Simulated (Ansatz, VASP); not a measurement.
# Au: VASP beside Ansatz

INCAR

```
  PREC = Accurate
  ENCUT = 500
  EDIFF = 1E-7
  ISMEAR = 0
  SIGMA = 0.1
  LREAL = False
  LASPH = True
  NELM = 120
  ALGO = Normal
  ISIF = 3
  LWAVE = False
  LCHARG = False
  GGA = PE
  IBRION = 2
  NSW = 90
  EDIFFG = -0.0325
  GGA_COMPAT = False
  NELMIN = 4
```

KPOINTS

```
Automatic mesh
0
Gamma
  6 6 6
```

File POSCAR:

```
Au
1.0
    3.1865620132      0.0000000000      0.0000000000
    0.0000000000      3.1865620132      0.0000000000
    0.0000000000      0.0000000000      3.1865620132
Au
1
Direct
    0.0000000000      0.0000000000      0.0000000000
```

Input for Ansatz:

```yaml
crystal:
  lattice:
    - [3.1865620132, 0.0, 0.0]
    - [0.0, 3.1865620132, 0.0]
    - [0.0, 0.0, 3.1865620132]
  atoms:
    - { symbol: Au, position: [0.0, 0.0, 0.0] }
basis:
  ecutwfc: 420
kpoints:
  mp_grid: { grid: [6, 6, 6] }
hamiltonian:
  xc: pbe
scf:
  occupations: { method: gaussian, width: 0.1 }
output:
  forces: true
  stress: true
  eigenvalues: true
relax:
  adjacent_minimum: "off"
  f_tol: 0.0325
  max_steps: 70
  cell: { stress_tol: 0.24 }
```

Alike in both runs: task relaxation of cell and atoms; functional PBE; k mesh 6 × 6 × 6; occupations gaussian, width 0.1 eV; no spin polarisation.

|  | VASP | Ansatz |
| --- | --- | --- |
| version | VASP 6.6.1 | Ansatz 0.2.0 |
| potentials or method | VASP PAW PBE potentials, release 64 (Au), cutoff 500 eV | scalar-relativistic, plane waves, PAW |
| valence electrons in the cell | 11 | 19 |

VASP gave:

| Quantity | Value |
| --- | --- |
| gap on the k mesh at the Fermi level, each at its own relaxed structure (eV) | none |
| relaxed volume (Å³/atom) | 20.40 |
| relaxed cell length with the largest relative difference (Å) | 2.732 |

Problem. What did Ansatz give for the same quantities?

Solution. gap on the k mesh at the Fermi level, each at its own relaxed structure (eV): none; relaxed volume (Å³/atom): 20.41; relaxed cell length with the largest relative difference (Å): 2.733.

A gap of «none» marks a metal or a gap that the smearing closes. VASP's potentials hold 11 valence electrons a cell and Ansatz's 19, so a difference there can come from the potentials and not from the codes.

Neither program's run includes spin-orbit coupling. Noted on VASP's run: the volume moved by over 15 % at a fixed basis, so the end points are rough.
